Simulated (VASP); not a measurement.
# InSb (lda) (F-43m) in VASP: a series of runs, part 2 of 2

VASP 6.6.1. The steps go on from the part before.

### 3 Relaxation of cell and atoms, LDA

This run uses another cell than the first one, of 36.48 Å³/atom, 1.088 times its volume.

INCAR

```
PREC     = Accurate       # precision mode
ENCUT    = 500            # plane-wave cutoff, eV
EDIFF    = 1E-7           # SCF threshold, eV
ISMEAR   = 0              # smearing method
SIGMA    = 0.1            # smearing width, eV
LREAL    = False          # projectors in reciprocal space
LASPH    = True           # aspherical terms in the spheres
NELM     = 120            # most SCF steps
ALGO     = Normal         # electronic algorithm
ISIF     = 3              # what is computed and relaxed
LWAVE    = False          # write WAVECAR
LCHARG   = False          # write CHGCAR
GGA      = CA             # functional
IBRION   = 2              # ionic algorithm
NSW      = 100            # ionic steps
EDIFFG   = -0.002         # ionic threshold
GGA_COMPAT= False        
NELMIN   = 4
```

KPOINTS

```
regular mesh
0
Gamma
  12 12 12
```

POSCAR

```
InSb
1.0
    0.0000000000      3.3166107100      3.3166107100
    3.3166107100      0.0000000000      3.3166107100
    3.3166107100      3.3166107100      0.0000000000
In Sb
1 1
Direct
    0.0000000000      0.0000000000      0.0000000000
    0.7500000000      0.7500000000      0.7500000000
```

Potentials or basis: VASP PAW LDA potentials, release 64 (In_d, Sb).

Started as:

```
$ cat potpaw_LDA.64/In_d/POTCAR potpaw_LDA.64/Sb/POTCAR > POTCAR
$ mpirun -np 1 vasp_std > vasp.out
```

OUTCAR:

```text
PREC = Accurate
   ENCUT = 500
   EDIFF = 1E-7
   ISMEAR = 0
   LREAL = False
   LASPH = True
   NELM = 120
   ISIF = 3
   GGA = CA
   IBRION = 2
   NSW = 100
   EDIFFG = -0.002
   NELMIN = 4

 ion  position               nearest neighbor table
   1  0.000  0.000  0.000-   2 2.87   2 2.87   2 2.87   2 2.87
   2  0.750  0.750  0.750-   1 2.87   1 2.87   1 2.87   1 2.87

  LATTYP: Found a face centered cubic cell.
 ALAT       =     6.6332214200

  Lattice vectors:

 A1 = (   0.0000000000,   3.3166107100,   3.3166107100)
 A2 = (   3.3166107100,   0.0000000000,   3.3166107100)
 A3 = (   3.3166107100,   3.3166107100,   0.0000000000)

Analysis of symmetry for initial positions (statically):
=====================================================================
 Subroutine PRICEL returns:
 Original cell was already a primitive cell.

 Routine SETGRP: Setting up the symmetry group for a
 face centered cubic supercell.

 Subroutine GETGRP returns: Found 24 space group operations
 (whereof 24 operations were pure point group operations)
 out of a pool of 48 trial point group operations.

The static configuration has the point symmetry T_d .

Analysis of symmetry for dynamics (positions and initial velocities):
=====================================================================
 Subroutine PRICEL returns:
 Original cell was already a primitive cell.

 Routine SETGRP: Setting up the symmetry group for a
 face centered cubic supercell.

 Subroutine GETGRP returns: Found 24 space group operations
 (whereof 24 operations were pure point group operations)
 out of a pool of 48 trial point group operations.

The dynamic configuration has the point symmetry T_d .

 Subroutine INISYM returns: Found 24 space group operations
 (whereof 24 operations are pure point group operations),
 and found     1 'primitive' translations

----------------------------------------------------------------------------------------

                                     Primitive cell

  volume of cell :      72.9648

  direct lattice vectors                    reciprocal lattice vectors
     0.000000000  3.316610710  3.316610710    -0.150756312  0.150756312  0.150756312
     3.316610710  0.000000000  3.316610710     0.150756312 -0.150756312  0.150756312
     3.316610710  3.316610710  0.000000000     0.150756312  0.150756312 -0.150756312
[... 102 lines left out ...]
   IMIX   =      4    mixing-type and parameters
     AMIX     =   0.40;   BMIX     =  1.00
     AMIX_MAG =   1.60;   BMIX_MAG =  1.00
  volume/ion in A,a.u.               =      36.48       246.20
  Fermi-wavevector in a.u.,A,eV,Ry     =   1.026742  1.940260 14.343239  1.054198
  Thomas-Fermi vector in A             =   2.160650
   LORBIT       =      0    0 simple, 1 ext, 2 COOP (PROOUT), +10 PAW based schemes
   GGA     = CA    functional components
   LHFCALC =     F    Hartree Fock is set to
   AEXX    =    0.0000 exact exchange contribution
   IVDW    =     0    specifies the selected vdW correction
   LEPSILON=     F    determine dielectric tensor
   LRPA    =     F    only Hartree local field effects (RPA)
 conjugate gradient relaxation of ions
 non-spin polarized calculation
 Gauss-broadening in eV      SIGMA  =   0.10
  energy-cutoff  :      500.00
  volume of cell :       72.96
 maximum number of plane-waves:      1880
 NGX is ok and might be reduce to    36
   NGX = 17   NGY = 17   NGZ = 17

--------------------------------------- Ionic step        1  -------------------------------------------

 number of electron      18.0000008 magnetization

 Free energy of the ion-electron system (eV)
  ---------------------------------------------------
  ext. energy  EPLUGINS =         0.00000000
  ---------------------------------------------------
  free energy    TOTEN  =        -8.15661973 eV

  energy without entropy =       -8.15646567  energy(sigma->0) =       -8.15654270

 E-fermi :   4.2262     XC(G=0):  -8.7025

 val. band max:        4.1653921477   @ k =   0.0000   0.0000   0.0000
 cond. band min:       4.4688646287   @ k =   0.5000   0.0000   0.0000
 fundamental gap:      0.3034724811
 Fermi energy:         4.2261619832

 k-point     1 :       0.0000    0.0000    0.0000
  band No.  band energies     occupation
      1     -10.2528      2.00000
      2     -10.2528      2.00000
      3     -10.2528      2.00000
      4     -10.1837      2.00000
      5     -10.1837      2.00000
      6      -6.1821      2.00000
      7       3.4056      2.00000
      8       4.1654      1.60989
      9       4.1654      1.60989
     10       4.1654      1.60989
     11       7.0791      0.00000
     12       7.0791      0.00000
     13       7.0791      0.00000
[... 439 lines left out ...]
--------------------------------------- Ionic step        3  -------------------------------------------

 number of electron      17.9999995 magnetization

 Free energy of the ion-electron system (eV)
  ---------------------------------------------------
  ext. energy  EPLUGINS =         0.00000000
  ---------------------------------------------------
  free energy    TOTEN  =        -8.21781145 eV

  energy without entropy =       -8.21766853  energy(sigma->0) =       -8.21773999

 E-fermi :   5.0676     XC(G=0):  -9.0415

 val. band max:        5.0142946531   @ k =   0.0000   0.0000   0.0000
 cond. band min:       5.4557226763   @ k =   0.5000   0.0000   0.0000
 fundamental gap:      0.4414280232
 Fermi energy:         5.0676331442

 k-point     1 :       0.0000    0.0000    0.0000
  band No.  band energies     occupation
      1      -9.5690      2.00000
      2      -9.5690      2.00000
      3      -9.5690      2.00000
      4      -9.4783      2.00000
      5      -9.4783      2.00000
      6      -5.8332      2.00000
      7       4.7150      2.00000
      8       5.0143      1.54934
      9       5.0143      1.54934
     10       5.0143      1.54934
     11       7.9227      0.00000
     12       7.9227      0.00000
     13       7.9227      0.00000
[... 397 lines left out ...]
  FREE ENERGIE OF THE ION-ELECTRON SYSTEM (eV)
  ---------------------------------------------------
  free  energy   TOTEN  =        -8.2178114512 eV

  energy  without entropy=       -8.2176685304  energy(sigma->0) =       -8.21773999

 reached required accuracy - stopping structural energy minimisation
```

OSZICAR:

```text
N       E                     dE             d eps       ncg     rms          rms(c)
DAV:   1     0.109437630316E+03    0.10944E+03   -0.78249E+03  1877   0.131E+03
DAV:   2    -0.629465184065E+00   -0.11007E+03   -0.10769E+03  2027   0.301E+02
DAV:   3    -0.807335713821E+01   -0.74439E+01   -0.73926E+01  2417   0.864E+01
[... 25 lines left out ...]
DAV:   4    -0.821814094069E+01    0.22666E-03   -0.12964E-03  1912   0.387E-01    0.241E-01
DAV:   5    -0.821784743124E+01    0.29351E-03   -0.20279E-04  2368   0.130E-01    0.110E-01
DAV:   6    -0.821781156849E+01    0.35863E-04   -0.56419E-05  2519   0.867E-02    0.157E-02
DAV:   7    -0.821781154722E+01    0.21264E-07   -0.34325E-06  2385   0.355E-02    0.458E-03
DAV:   8    -0.821781145118E+01    0.96043E-07   -0.80632E-07  2272   0.185E-02
   3 F= -.82178115E+01 E0= -.82177400E+01  d E =-.611917E-01
```

CONTCAR:

```text
InSb
   1.00000000000000
     0.0000000000000000    3.2269253649364118    3.2269253649364118
     3.2269253649364118    0.0000000000000000    3.2269253649364118
     3.2269253649364118    3.2269253649364118   -0.0000000000000000
  In              Sb
     1     1
Direct
     0.0000000000000000    0.0000000000000000    0.0000000000000000
     0.7500000000000000    0.7500000000000000    0.7500000000000000

  0.00000000E+00  0.00000000E+00  0.00000000E+00
  0.00000000E+00  0.00000000E+00  0.00000000E+00
```

Run time: 60 s. Hardware: 1 thread of Intel Xeon 6975P-C (Granite Rapids), shared host; peak memory 0.23 GiB.

What came out:

* Free energy: -8.2178 eV
* Relaxed volume: 33.60 Å³/atom
* Relaxed cell: a = 4.564 Å, b = 4.564 Å, c = 4.564 Å, α = 60.00°, β = 60.00°, γ = 60.00°
* Space group after relaxing (to 0.05 Å): F-43m (No. 216)
* Energy gained by relaxing: 30.6 meV/atom
* Ionic steps: 3
* Pressure after relaxing: 0.0 GPa
* Band gap on the k mesh: zero (filled and empty bands touch)

Step by step:
```
step  energy change (eV)  largest force (eV/Å)  pressure (GPa)  volume (Å³)
   1              0.0000                0.0000           -3.15        72.96
   2             -0.0558                0.0000            1.16        65.66
   3             -0.0612                0.0000           -0.01        67.20
```

Final structure:
```
In Sb
1.0
     0.00000    3.22693    3.22693
     3.22693    0.00000    3.22693
     3.22693    3.22693    0.00000
In Sb
1 1
Cartesian
  0.0000 0.0000 0.0000
  4.8404 4.8404 4.8404
```

Caveat: spin-orbit coupling is left out, which moves the levels of the heavy elements.
